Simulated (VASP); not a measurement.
# Ga3PtSe2 (P-3m1) in VASP: single point with PBE

Aim: the single point of Ga3PtSe2 with PBE.

Program: VASP 6.6.1. These are calculated values, not measurements. Logs are shortened: lines on timing, memory, paths and dates and some standing lists are left out, and cuts for length are marked.

### Step 1. The cell of the first run

It takes space group P-3m1 (No. 164, trigonal). Conventional cell: a = 3.663 Å, b = 3.663 Å, c = 9.038 Å, α = 90.00°, β = 90.00°, γ = 120.00°. Ga (site symmetry 3m) has 3 Se at 2.53 Å and 3 Pt at 2.74 Å within 3.3 Å. Ga (site symmetry -3m) has 6 Se at 2.53 Å within 3.3 Å. Pt (site symmetry -3m) has 6 Ga at 2.74 Å and 6 Pt at 3.66 Å and 6 Se at 3.77 Å within 3.8 Å. Se (site symmetry 3m) has 6 Ga at 2.53 Å within 3.3 Å.

### Step 2. Single point, PBE

Contents of INCAR:

```
  ALGO = Normal
  EDIFF = 1E-7
  ENCUT = 520
  GGA = PE
  ISIF = 2
  ISMEAR = 0
  LASPH = True
  LCHARG = True
  LELF = True
  LREAL = False
  LVHAR = True
  LWAVE = False
  NBANDS = 40
  NELM = 80
  PREC = Accurate
  SIGMA = 0.1
```

Contents of KPOINTS:

```
k-points
0
Gamma
  6 6 2
```

Contents of POSCAR:

```
Ga3PtSe2
1.0
    3.6634992600      0.0000000000      0.0000000000
   -1.8317496300      3.1726834300      0.0000000000
    0.0000000000      0.0000000000      9.0383921700
Ga Pt Se
3 1 2
Direct
    0.3333333300      0.6666666700      0.8081580500
    0.6666666700      0.3333333300      0.1918419500
    0.0000000000      0.0000000000      0.5000000000
    0.0000000000      0.0000000000      0.0000000000
    0.3333333300      0.6666666700      0.3459209700
    0.6666666700      0.3333333300      0.6540790300
```

Potentials or basis: VASP PAW PBE potentials, release 64 (Ga_d, Pt, Se).

The run is started by

```console
> cat potpaw_PBE.64/Ga_d/POTCAR potpaw_PBE.64/Pt/POTCAR potpaw_PBE.64/Se/POTCAR > POTCAR
> mpirun -np 1 vasp_std > vasp.out
```

OUTCAR:

```text
EDIFF = 1E-7
   ENCUT = 520
   GGA = PE
   ISIF = 2
   ISMEAR = 0
   LASPH = True
   LREAL = False
   NELM = 80
   PREC = Accurate

 ion  position               nearest neighbor table
   1  0.333  0.667  0.808-   6 2.53   6 2.53   6 2.53   4 2.74   4 2.74   4 2.74
   2  0.667  0.333  0.192-   5 2.53   5 2.53   5 2.53   4 2.74   4 2.74   4 2.74
   3  0.000  0.000  0.500-   5 2.53   6 2.53   6 2.53   5 2.53   6 2.53   5 2.53
   4  0.000  0.000  0.000-   1 2.74   2 2.74   2 2.74   1 2.74   2 2.74   1 2.74
   5  0.333  0.667  0.346-   2 2.53   2 2.53   3 2.53   2 2.53   3 2.53   3 2.53
   6  0.667  0.333  0.654-   1 2.53   1 2.53   3 2.53   1 2.53   3 2.53   3 2.53

  LATTYP: Found a hexagonal cell.
 ALAT       =     3.6634992600
 C/A-ratio  =     2.4671472624

  Lattice vectors:

 A1 = (   3.6634992600,   0.0000000000,   0.0000000000)
 A2 = (  -1.8317496300,   3.1726834300,   0.0000000000)
 A3 = (   0.0000000000,   0.0000000000,   9.0383921700)

Analysis of symmetry for initial positions (statically):
=====================================================================
 Subroutine PRICEL returns:
 Original cell was already a primitive cell.

 Routine SETGRP: Setting up the symmetry group for a
 hexagonal supercell.

 Subroutine GETGRP returns: Found 12 space group operations
 (whereof 12 operations were pure point group operations)
 out of a pool of 24 trial point group operations.

The static configuration has the point symmetry D_3d.

Analysis of symmetry for dynamics (positions and initial velocities):
=====================================================================
 Subroutine PRICEL returns:
 Original cell was already a primitive cell.

 Routine SETGRP: Setting up the symmetry group for a
 hexagonal supercell.

 Subroutine GETGRP returns: Found 12 space group operations
 (whereof 12 operations were pure point group operations)
 out of a pool of 24 trial point group operations.

The dynamic configuration has the point symmetry D_3d.

 Subroutine INISYM returns: Found 12 space group operations
 (whereof 12 operations are pure point group operations),
 and found     1 'primitive' translations

----------------------------------------------------------------------------------------

                                     Primitive cell

  volume of cell :     105.0543

  direct lattice vectors                    reciprocal lattice vectors
     3.663499260  0.000000000  0.000000000     0.272963069  0.157595301  0.000000000
    -1.831749630  3.172683430  0.000000000     0.000000000  0.315190602  0.000000000
     0.000000000  0.000000000  9.038392170     0.000000000  0.000000000  0.110639147

  length of vectors
     3.663499260  3.663499264  9.038392170     0.315190602  0.315190602  0.110639147

  position of ions in fractional coordinates (direct lattice)
     0.333333330  0.666666670  0.808158050
     0.666666670  0.333333330  0.191841950
     0.000000000  0.000000000  0.500000000
     0.000000000  0.000000000  0.000000000
     0.333333330  0.666666670  0.345920970
     0.666666670  0.333333330  0.654079030

  ion indices of the primitive-cell ions
   primitive index   ion index
                 1           1
                 2           2
                 3           3
                 4           4
                 5           5
                 6           6

----------------------------------------------------------------------------------------

 KPOINTS: k-points

Automatic generation of k-mesh.
 Grid dimensions read from file:
 generate k-points for:    6    6    2

 Generating k-lattice:

  Cartesian coordinates                     Fractional coordinates (reciprocal lattice)
     0.045493845  0.026265883  0.000000000     0.166666667  0.000000000  0.000000000
     0.000000000  0.052531767  0.000000000     0.000000000  0.166666667  0.000000000
     0.000000000  0.000000000  0.055319574     0.000000000  0.000000000  0.500000000

  Length of vectors
     0.052531767  0.052531767  0.055319574

  Shift w.r.t. Gamma in fractional coordinates (k-lattice)
     0.000000000  0.000000000  0.000000000

 Subroutine IBZKPT returns following result:
 ===========================================

 Found     14 irreducible k-points:

 Following reciprocal coordinates:
            Coordinates               Weight
  0.000000  0.000000  0.000000      1.000000
  0.166667 -0.000000  0.000000      6.000000
  0.333333 -0.000000  0.000000      6.000000
  0.500000  0.000000  0.000000      3.000000
  0.166667  0.166667  0.000000      6.000000
  0.333333  0.166667  0.000000     12.000000
  0.333333  0.333333  0.000000      2.000000
  0.000000  0.000000  0.500000      1.000000
  0.166667 -0.000000  0.500000      6.000000
  0.333333 -0.000000  0.500000      6.000000
  0.500000  0.000000  0.500000      3.000000
  0.166667  0.166667  0.500000      6.000000
  0.333333  0.166667  0.500000     12.000000
  0.333333  0.333333  0.500000      2.000000
   k-points           NKPTS =     14   k-points in BZ     NKDIM =     14   number of bands    NBANDS=     40
   number of dos      NEDOS =    301   number of ions     NIONS =      6
   total plane-waves  NPLWV =  54880
   dimension x,y,z NGX =    28 NGY =   28 NGZ =   70
   dimension x,y,z NGXF=    56 NGYF=   56 NGZF=  140
   ions per type =               3   1   2
   NGX,Y,Z   is equivalent  to a cutoff of  12.71, 12.71, 12.88 a.u.
   NGXF,Y,Z  is equivalent  to a cutoff of  25.41, 25.41, 25.75 a.u.
 SYSTEM =  unknown system
   PREC   = accura    normal or accurate (medium, high low for compatibility)
   ISTART =      0    job   : 0-new  1-cont  2-samecut
   ICHARG =      2    charge: 1-file 2-atom 10-const
   ISPIN  =      1    spin polarized calculation?
   LNONCOLLINEAR =      F non collinear calculations
   LSORBIT =      F    spin-orbit coupling
   LASPH  =      T    aspherical Exc in radial PAW
   ENCUT  =  520.0 eV  38.22 Ry    6.18 a.u.   6.81  6.81 16.81*2*pi/ulx,y,z
   NELM   =     80;   NELMIN=  2; NELMDL= -5     # of ELM steps
   EDIFF  = 0.1E-06   stopping-criterion for ELM
   LREAL  =      F    real-space projection
   EDIFFG = 0.1E-05   stopping-criterion for IOM
   NSW    =      0    number of steps for IOM
   IBRION =     -1    ionic relax: 0-MD 1-quasi-New 2-CG
   NFREE  =      0    steps in history (QN), initial steepest desc. (CG)
   ISIF   =      2    stress and relaxation
   ISYM   =      2    0-nonsym 1-usesym 2-fastsym
   POTIM  = 0.5000    time-step for ionic-motion
   TEBEG  =    0.0;   TEEND  =   0.0 temperature during run
   PSTRESS=    0.0 pullay stress
   NELECT =      61.0000    total number of electrons
   NUPDOWN=      -1.0000    fix difference up-down
   EMIN   =  10.00;   EMAX   =-10.00  energy-range for DOS
   EFERMI =   0.00;   METHOD = LEGACY
   ISMEAR =     0;   SIGMA  =   0.10  broadening in eV -4-tet -1-fermi 0-gaus
   EFERMI_NEDOS =   21; number of points for ismear=-14 and -15
   IALGO  =     38    algorithm
   IMIX   =      4    mixing-type and parameters
     AMIX     =   0.40;   BMIX     =  1.00
     AMIX_MAG =   1.60;   BMIX_MAG =  1.00
  volume/ion in A,a.u.               =      17.51       118.16
  Fermi-wavevector in a.u.,A,eV,Ry     =   1.365778  2.580946 25.379620  1.865349
  Thomas-Fermi vector in A             =   2.491977
   LORBIT       =      0    0 simple, 1 ext, 2 COOP (PROOUT), +10 PAW based schemes
   GGA     = PE    functional components
   LHFCALC =     F    Hartree Fock is set to
   AEXX    =    0.0000 exact exchange contribution
   IVDW    =     0    specifies the selected vdW correction
   LEPSILON=     F    determine dielectric tensor
   LRPA    =     F    only Hartree local field effects (RPA)
 non-spin polarized calculation
 Gauss-broadening in eV      SIGMA  =   0.10
  energy-cutoff  :      520.00
  volume of cell :      105.05
 maximum number of plane-waves:      2864
 NGX is ok and might be reduce to    28
   NGX = 13   NGY = 13   NGZ = 33

 number of electron      61.0000001 magnetization

 Free energy of the ion-electron system (eV)
  ---------------------------------------------------
  ext. energy  EPLUGINS =         0.00000000
  ---------------------------------------------------
  free energy    TOTEN  =       -21.98831254 eV

  energy without entropy =      -21.96369177  energy(sigma->0) =      -21.97600215

 E-fermi :   7.2922     XC(G=0): -11.4008

 val. band max:        7.2551829237   @ k =   0.1667  -0.0000   0.5000
 cond. band min:       7.3770349024   @ k =   0.3333   0.1667   0.5000
 fundamental gap:      0.1218519787
 Fermi energy:         7.2921997086

 k-point     1 :       0.0000    0.0000    0.0000
  band No.  band energies     occupation
      1      -9.3359      2.00000
      2      -8.3541      2.00000
      3      -8.3541      2.00000
      4      -8.2989      2.00000
      5      -8.2615      2.00000
      6      -8.2615      2.00000
[... 32 lines left out ...]
     39      13.5683      0.00000
     40      13.5683      0.00000

 k-point     2 :       0.1667   -0.0000    0.0000
  band No.  band energies     occupation
      1      -9.0786      2.00000
      2      -8.5937      2.00000
      3      -8.3473      2.00000
      4      -8.2913      2.00000
      5      -8.2712      2.00000
      6      -8.2559      2.00000
[... 32 lines left out ...]
     39      13.7268      0.00000
     40      13.9216      0.00000

 k-point     3 :       0.3333   -0.0000    0.0000
  band No.  band energies     occupation
      1      -8.8455      2.00000
      2      -8.4904      2.00000
      3      -8.3425      2.00000
      4      -8.2935      2.00000
      5      -8.2643      2.00000
      6      -8.2349      2.00000
[... 423 lines left out ...]
  band No.  band energies     occupation
      1      -8.8269      2.00000
      2      -8.5743      2.00000
      3      -8.2880      2.00000
      4      -8.2606      2.00000
      5      -8.2449      2.00000
      6      -8.1503      2.00000
[... 32 lines left out ...]
     39      13.5688      0.00000
     40      14.6213      0.00000

 k-point    14 :       0.3333    0.3333    0.5000
  band No.  band energies     occupation
      1      -8.7255      2.00000
      2      -8.7255      2.00000
      3      -8.2625      2.00000
      4      -8.2625      2.00000
      5      -8.2586      2.00000
      6      -8.0516      2.00000
[... 32 lines left out ...]
     39      14.3363      0.00000
     40      14.3363      0.00000

------------------------ aborting loop because EDIFF is reached ----------------------------------------

  FORCE on cell =-STRESS in cart. coord.  units (eV):
  Direction    XX          YY          ZZ          XY          YZ          ZX
  --------------------------------------------------------------------------------------
  -------------------------------------------------------------------------------------
  Total        6.9048099      6.9048100     10.5774329      0.0000000      0.0000000     -0.0000000
  in kB      105.3048276    105.3048278    161.3157730      0.0000000      0.0000000     -0.0000000
  external PRESSURE =     123.9751428 kB  Pullay stress =       0.0000000 kB

 VOLUME and BASIS-vectors are now :
 -----------------------------------------------------------------------------
  energy-cutoff  :      520.00
  volume of cell :      105.05
      direct lattice vectors                 reciprocal lattice vectors
     3.663499260  0.000000000  0.000000000     0.272963069  0.157595301  0.000000000
    -1.831749630  3.172683430  0.000000000     0.000000000  0.315190602  0.000000000
     0.000000000  0.000000000  9.038392170     0.000000000  0.000000000  0.110639147

 POSITION                                       TOTAL-FORCE (eV/Angst)
 -----------------------------------------------------------------------------------
     -0.00000      2.11512      7.30445        -0.000000      0.000000      3.096288
      1.83175      1.05756      1.73394         0.000000     -0.000000     -3.096288
      0.00000      0.00000      4.51920        -0.000000      0.000000      0.000000
      0.00000      0.00000      0.00000        -0.000000      0.000000      0.000000
     -0.00000      2.11512      3.12657        -0.000000     -0.000000     -0.196715
      1.83175      1.05756      5.91182         0.000000      0.000000      0.196715
 -----------------------------------------------------------------------------------
    total drift:                                0.000000     -0.000000      0.000000

  FREE ENERGIE OF THE ION-ELECTRON SYSTEM (eV)
  ---------------------------------------------------
  free  energy   TOTEN  =       -21.9883125355 eV

  energy  without entropy=      -21.9636917714  energy(sigma->0) =      -21.97600215
```

It took 68 s on 1 thread of Intel Xeon Platinum 8259CL at 2.50GHz (Skylake/Cascade Lake), shared host; peak memory 0.24 GiB.

Results:

| Quantity | Value |
| --- | --- |
| Free energy | -21.9883 eV |
| Pressure | 12.4 GPa |
| Largest force | 3.096 eV/Å |
| Band gap on the k mesh | zero (an odd number of electrons rules out a gap without spin polarisation) |

Forces in eV/Å, atoms in the order of the input:
```
Ga   0.000  0.000  3.096
Ga   0.000  0.000 -3.096
Ga   0.000  0.000  0.000
Pt   0.000  0.000  0.000
Se   0.000  0.000 -0.197
Se   0.000  0.000  0.197
```

Levels at points of the mesh, in eV from the Fermi level:
```tsv
k point	band 26	band 27	band 28	band 29	band 30	band 31	band 32	band 33	band 34	band 35
(0.00, 0.00, 0.00)	-2.41	-2.41	-2.03	-2.03	-0.14	0.28	0.97	2.22	2.22	3.77
(0.50, 0.00, 0.00)	-2.65	-2.12	-2.08	-1.77	-1.35	-0.37	-0.11	0.73	2.08	3.01
(0.00, 0.00, 0.50)	-2.48	-2.48	-2.02	-2.02	-1.73	0.80	1.44	2.49	2.49	4.03
(0.50, 0.00, 0.50)	-2.88	-2.57	-2.51	-1.35	-1.04	-0.68	-0.05	1.68	3.40	3.67
```

Caveat: the cell stands under pressure; spin-orbit coupling is left out, which moves the levels of the heavy elements; forces of over 1 eV/Å act on the atoms, so gaps and moduli don't describe the material at rest.
